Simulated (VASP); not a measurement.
# Rh (Fm-3m) in VASP: a series of runs

The runs below take Rh through single point, with r2SCAN.

Everything below comes from runs of VASP 6.6.1. Logs are shortened: lines on timing, memory, paths and dates and some standing lists are left out, and cuts for length are marked.

### Step 1. The cell of the first run

The structure is cubic, space group Fm-3m (No. 225). The conventional cell has a = 3.802 Å, b = 3.802 Å, c = 3.802 Å, α = 90.00°, β = 90.00°, γ = 90.00°. Rh (site symmetry m-3m) has 12 Rh at 2.69 Å within 3.5 Å.

### Step 2. Single point, r2SCAN

POSCAR reads:

```
Rh
1.0
    0.0000000000      1.9008071574      1.9008071574
    1.9008071574      0.0000000000      1.9008071574
    1.9008071574      1.9008071574      0.0000000000
Rh
1
Direct
    0.0000000000      0.0000000000      0.0000000000
```

INCAR.step1 reads:

```
SYSTEM = Rh
PREC = Accurate
ENCUT = 580
ISMEAR = 0
SIGMA = 0.03
LREAL = .False.
LASPH = .True.
NELM = 120
NBANDS = 14
GGA = PE
ALGO = Normal
EDIFF = 1E-5
LWAVE = .True.
LCHARG = .False.
GGA_COMPAT = .False.
```

INCAR.step2 reads:

```
SYSTEM = Rh
PREC = Accurate
ENCUT = 580
EDIFF = 1E-6
ISMEAR = 0
SIGMA = 0.03
LREAL = .False.
LASPH = .True.
NELM = 120
ALGO = Normal
ISIF = 2
LWAVE = .False.
LCHARG = .False.
METAGGA = R2SCAN
LMIXTAU = .True.
NBANDS = 14
ISTART = 1
GGA_COMPAT = .False.
```

KPOINTS reads:

```
regular mesh
0
Gamma
  14 14 14
  0 0 0
```

Potentials or basis: VASP PAW PBE potentials, release 64 (Rh_sv_GW).

The run is started by

```
$ cat potpaw_PBE.64/Rh_sv_GW/POTCAR > POTCAR
$ cp INCAR.step1 INCAR
$ mpirun -np 1 vasp_std > vasp.out
$ cp INCAR.step2 INCAR
$ mpirun -np 1 vasp_std > vasp.out
```

OUTCAR:

```text
SYSTEM = Rh
   PREC = Accurate
   ENCUT = 580
   EDIFF = 1E-6
   ISMEAR = 0
   LREAL = .False.
   LASPH = .True.
   NELM = 120
   ISIF = 2
   METAGGA = R2SCAN
   ISTART = 1

 ion  position               nearest neighbor table
   1  0.000  0.000  0.000-

  LATTYP: Found a face centered cubic cell.
 ALAT       =     3.8016143148

  Lattice vectors:

 A1 = (   0.0000000000,   1.9008071574,   1.9008071574)
 A2 = (   1.9008071574,   0.0000000000,   1.9008071574)
 A3 = (   1.9008071574,   1.9008071574,   0.0000000000)

Analysis of symmetry for initial positions (statically):
=====================================================================
 Subroutine PRICEL returns:
 Original cell was already a primitive cell.

 Routine SETGRP: Setting up the symmetry group for a
 face centered cubic supercell.

 Subroutine GETGRP returns: Found 48 space group operations
 (whereof 48 operations were pure point group operations)
 out of a pool of 48 trial point group operations.

The static configuration has the point symmetry O_h .

Analysis of symmetry for dynamics (positions and initial velocities):
=====================================================================
 Subroutine PRICEL returns:
 Original cell was already a primitive cell.

 Routine SETGRP: Setting up the symmetry group for a
 face centered cubic supercell.

 Subroutine GETGRP returns: Found 48 space group operations
 (whereof 48 operations were pure point group operations)
 out of a pool of 48 trial point group operations.

The dynamic configuration has the point symmetry O_h .

 Subroutine INISYM returns: Found 48 space group operations
 (whereof 48 operations are pure point group operations),
 and found     1 'primitive' translations

----------------------------------------------------------------------------------------

                                     Primitive cell

  volume of cell :      13.7355

  direct lattice vectors                    reciprocal lattice vectors
     0.000000000  1.900807157  1.900807157    -0.263046148  0.263046148  0.263046148
     1.900807157  0.000000000  1.900807157     0.263046148 -0.263046148  0.263046148
     1.900807157  1.900807157  0.000000000     0.263046148  0.263046148 -0.263046148

  length of vectors
     2.688147261  2.688147261  2.688147261     0.455609292  0.455609292  0.455609292

  position of ions in fractional coordinates (direct lattice)
     0.000000000  0.000000000  0.000000000

  ion indices of the primitive-cell ions
   primitive index   ion index
                 1           1

----------------------------------------------------------------------------------------

 KPOINTS: regular mesh

Automatic generation of k-mesh.
 Grid dimensions read from file:
 generate k-points for:   14   14   14

 Generating k-lattice:

  Cartesian coordinates                     Fractional coordinates (reciprocal lattice)
    -0.018789011  0.018789011  0.018789011     0.071428571  0.000000000  0.000000000
     0.018789011 -0.018789011  0.018789011     0.000000000  0.071428571  0.000000000
     0.018789011  0.018789011 -0.018789011     0.000000000  0.000000000  0.071428571

  Length of vectors
     0.032543521  0.032543521  0.032543521

  Shift w.r.t. Gamma in fractional coordinates (k-lattice)
     0.000000000  0.000000000  0.000000000

 Subroutine IBZKPT returns following result:
 ===========================================

 Found    104 irreducible k-points:

 Following reciprocal coordinates:
            Coordinates               Weight
  0.000000  0.000000  0.000000      1.000000
  0.071429  0.000000  0.000000      8.000000
  0.142857  0.000000  0.000000      8.000000
  0.214286  0.000000  0.000000      8.000000
  0.285714  0.000000  0.000000      8.000000
  0.357143  0.000000  0.000000      8.000000
[... 16 lines left out ...]
  0.214286  0.142857  0.000000     24.000000
  0.285714  0.142857  0.000000     24.000000
 [... further k-points ...]
   k-points           NKPTS =    104   k-points in BZ     NKDIM =    104   number of bands    NBANDS=     14
   number of dos      NEDOS =    301   number of ions     NIONS =      1
   total plane-waves  NPLWV =  13824
   dimension x,y,z NGX =    24 NGY =   24 NGZ =   24
   dimension x,y,z NGXF=    48 NGYF=   48 NGZF=   48
   ions per type =               1
   NGX,Y,Z   is equivalent  to a cutoff of  14.84, 14.84, 14.84 a.u.
   NGXF,Y,Z  is equivalent  to a cutoff of  29.69, 29.69, 29.69 a.u.
 SYSTEM =  Rh
   PREC   = accura    normal or accurate (medium, high low for compatibility)
   ISTART =      1    job   : 0-new  1-cont  2-samecut
   ICHARG =      0    charge: 1-file 2-atom 10-const
   ISPIN  =      1    spin polarized calculation?
   LNONCOLLINEAR =      F non collinear calculations
   LSORBIT =      F    spin-orbit coupling
   LASPH  =      T    aspherical Exc in radial PAW
   ENCUT  =  580.0 eV  42.63 Ry    6.53 a.u.   5.28  5.28  5.28*2*pi/ulx,y,z
   NELM   =    120;   NELMIN=  2; NELMDL=  0     # of ELM steps
   EDIFF  = 0.1E-05   stopping-criterion for ELM
   LREAL  =      F    real-space projection
   EDIFFG = 0.1E-04   stopping-criterion for IOM
   NSW    =      0    number of steps for IOM
   IBRION =     -1    ionic relax: 0-MD 1-quasi-New 2-CG
   NFREE  =      0    steps in history (QN), initial steepest desc. (CG)
   ISIF   =      2    stress and relaxation
   ISYM   =      2    0-nonsym 1-usesym 2-fastsym
   POTIM  = 0.5000    time-step for ionic-motion
   TEBEG  =    0.0;   TEEND  =   0.0 temperature during run
   PSTRESS=    0.0 pullay stress
   NELECT =      17.0000    total number of electrons
   NUPDOWN=      -1.0000    fix difference up-down
   EMIN   =  10.00;   EMAX   =-10.00  energy-range for DOS
   EFERMI =   0.00;   METHOD = LEGACY
   ISMEAR =     0;   SIGMA  =   0.03  broadening in eV -4-tet -1-fermi 0-gaus
   EFERMI_NEDOS =   21; number of points for ismear=-14 and -15
   IALGO  =     38    algorithm
   IMIX   =      4    mixing-type and parameters
     AMIX     =   0.40;   BMIX     =  1.00
     AMIX_MAG =   1.60;   BMIX_MAG =  1.00
  volume/ion in A,a.u.               =      13.74        92.69
  Fermi-wavevector in a.u.,A,eV,Ry     =   1.757693  3.321559 42.035002  3.089486
  Thomas-Fermi vector in A             =   2.826998
   LORBIT       =      0    0 simple, 1 ext, 2 COOP (PROOUT), +10 PAW based schemes
   METAGGA = R2SCAN    functional components
   LHFCALC =     F    Hartree Fock is set to
   AEXX    =    0.0000 exact exchange contribution
   IVDW    =     0    specifies the selected vdW correction
   LEPSILON=     F    determine dielectric tensor
   LRPA    =     F    only Hartree local field effects (RPA)
 non-spin polarized calculation
 Gauss-broadening in eV      SIGMA  =   0.03
  energy-cutoff  :      580.00
  volume of cell :       13.74
 maximum number of plane-waves:       448
 NGX is ok and might be reduce to    24
   NGX = 11   NGY = 11   NGZ = 11

 number of electron      17.0000001 magnetization

 Free energy of the ion-electron system (eV)
  ---------------------------------------------------
  ext. energy  EPLUGINS =         0.00000000
  ---------------------------------------------------
  free energy    TOTEN  =       -23.28218041 eV

  energy without entropy =      -23.28170316  energy(sigma->0) =      -23.28194179

 E-fermi :  10.6765     XC(G=0): -15.2736

 val. band max:       10.6530725524   @ k =   0.3571   0.0000   0.0000
 cond. band min:      10.6994888237   @ k =  -0.2857   0.3571   0.0714
 fundamental gap:      0.0464162713
 Fermi energy:        10.6765105578

 k-point     1 :       0.0000    0.0000    0.0000
  band No.  band energies     occupation
      1     -70.4484      2.00000
      2     -37.0772      2.00000
      3     -37.0772      2.00000
      4     -37.0772      2.00000
      5       2.5510      2.00000
      6       7.5452      2.00000
      7       7.5452      2.00000
      8       7.5452      2.00000
      9       9.6446      2.00000
     10       9.6446      2.00000
     11      27.1734      0.00000
     12      32.8222      0.00000
     13      32.8222      0.00000
     14      32.8222      0.00000

 k-point     2 :       0.0714    0.0000    0.0000
  band No.  band energies     occupation
      1     -70.4423      2.00000
      2     -37.1180      2.00000
      3     -37.0830      2.00000
      4     -37.0830      2.00000
      5       2.7641      2.00000
      6       7.4510      2.00000
      7       7.6270      2.00000
      8       7.6270      2.00000
      9       9.5996      2.00000
     10       9.5996      2.00000
     11      27.4771      0.00000
     12      31.7967      0.00000
     13      33.1316      0.00000
     14      33.1316      0.00000

 k-point     3 :       0.1429    0.0000    0.0000
  band No.  band energies     occupation
      1     -70.4253      2.00000
      2     -37.2297      2.00000
      3     -37.0982      2.00000
      4     -37.0982      2.00000
      5       3.3520      2.00000
      6       7.2522      2.00000
      7       7.8159      2.00000
      8       7.8159      2.00000
      9       9.5350      2.00000
     10       9.5350      2.00000
     11      28.2128      0.00000
     12      29.8207      0.00000
     13      34.0130      0.00000
     14      34.0130      0.00000

 k-point     4 :       0.2143    0.0000    0.0000
  band No.  band energies     occupation
      1     -70.4007      2.00000
      2     -37.3891      2.00000
      3     -37.1200      2.00000
      4     -37.1200      2.00000
      5       4.0983      2.00000
      6       7.2284      2.00000
      7       7.9274      2.00000
      8       7.9274      2.00000
      9       9.6540      2.00000
     10       9.6540      2.00000
     11      27.6114      0.00000
     12      28.8725      0.00000
     13      35.3120      0.00000
     14      35.3120      0.00000

 k-point     5 :       0.2857    0.0000    0.0000
  band No.  band energies     occupation
      1     -70.3732      2.00000
      2     -37.5634      2.00000
      3     -37.1441      2.00000
      4     -37.1441      2.00000
      5       4.5419      2.00000
      6       7.8316      2.00000
      7       7.8316      2.00000
      8       7.8759      2.00000
      9      10.0832      2.00000
     10      10.0832      2.00000
     11      25.3535      0.00000
[... 276 lines left out ...]
 k-point    22 :       0.1429    0.1429    0.0000
  band No.  band energies     occupation
      1     -70.4177      2.00000
      2     -37.2251      2.00000
      3     -37.1327      2.00000
      4     -37.1327      2.00000
      5       3.6231      2.00000
      6       6.8555      2.00000
      7       8.1202      2.00000
      8       8.1202      2.00000
      9       8.9601      2.00000
     10       9.9168      2.00000
     11      28.7217      0.00000
     12      30.9594      0.00000
     13      32.7021      0.00000
     14      32.7021      0.00000

 k-point    23 :       0.2143    0.1429    0.0000
  band No.  band energies     occupation
      1     -70.3992      2.00000
      2     -37.3282      2.00000
      3     -37.1599      2.00000
      4     -37.1532      2.00000
      5       4.2312      2.00000
      6       6.5703      2.00000
      7       8.2178      2.00000
      8       8.3833      2.00000
      9       8.9927      2.00000
     10      10.0790      2.00000
     11      29.3327      0.00000
     12      29.7109      0.00000
     13      32.4799      0.00000
     14      33.0318      0.00000

 k-point    24 :       0.2857    0.1429    0.0000
  band No.  band energies     occupation
      1     -70.3753      2.00000
      2     -37.4709      2.00000
      3     -37.1871      2.00000
      4     -37.1786      2.00000
      5       4.8724      2.00000
      6       6.4962      2.00000
      7       7.8754      2.00000
      8       8.4741      2.00000
      9       9.7857      2.00000
     10      10.4115      2.00000
     11      27.3939      0.00000
     12      29.7247      0.00000
     13      32.2054      0.00000
     14      33.4036      0.00000

 [... further k-points ...]
[... 5 lines left out ...]
  --------------------------------------------------------------------------------------
  -------------------------------------------------------------------------------------
  Total       -0.1700910     -0.1700910     -0.1700910     -0.0000000      0.0000000      0.0000000
  in kB      -19.8402807    -19.8402807    -19.8402807     -0.0000000      0.0000000      0.0000000
  external PRESSURE =     -19.8402807 kB  Pullay stress =       0.0000000 kB

 VOLUME and BASIS-vectors are now :
 -----------------------------------------------------------------------------
  energy-cutoff  :      580.00
  volume of cell :       13.74
      direct lattice vectors                 reciprocal lattice vectors
     0.000000000  1.900807157  1.900807157    -0.263046148  0.263046148  0.263046148
     1.900807157  0.000000000  1.900807157     0.263046148 -0.263046148  0.263046148
     1.900807157  1.900807157  0.000000000     0.263046148  0.263046148 -0.263046148

 POSITION                                       TOTAL-FORCE (eV/Angst)
 -----------------------------------------------------------------------------------
      0.00000      0.00000      0.00000        -0.000000     -0.000000     -0.000000
 -----------------------------------------------------------------------------------
    total drift:                               -0.000000     -0.000000      0.000000

  FREE ENERGIE OF THE ION-ELECTRON SYSTEM (eV)
  ---------------------------------------------------
  free  energy   TOTEN  =       -23.2821804147 eV

  energy  without entropy=      -23.2817031643  energy(sigma->0) =      -23.28194179
```

Wall time 3.3 min (1 thread of AMD EPYC 7R43 (Zen 3), shared host); peak memory 0.13 GiB.

Results:

| Property | Result |
| --- | --- |
| Free energy | -23.2822 eV |
| Pressure | -2.0 GPa |

Levels at points of the mesh, in eV from the Fermi level:
```csv
k point,band 6,band 7,band 8,band 9,band 10,band 11
"(0.00, 0.00, 0.00)",-3.13,-3.13,-3.13,-1.03,-1.03,16.50
"(0.50, 0.00, 0.00)",-3.25,-3.25,0.63,0.63,0.94,9.15
"(0.50, 0.50, 0.00)",-6.13,0.55,1.09,1.09,3.52,12.93
```

Caveat: the PAW data sets were made with another functional, which shifts forces and pressure a little.

(Continued in part 2 of 2.)
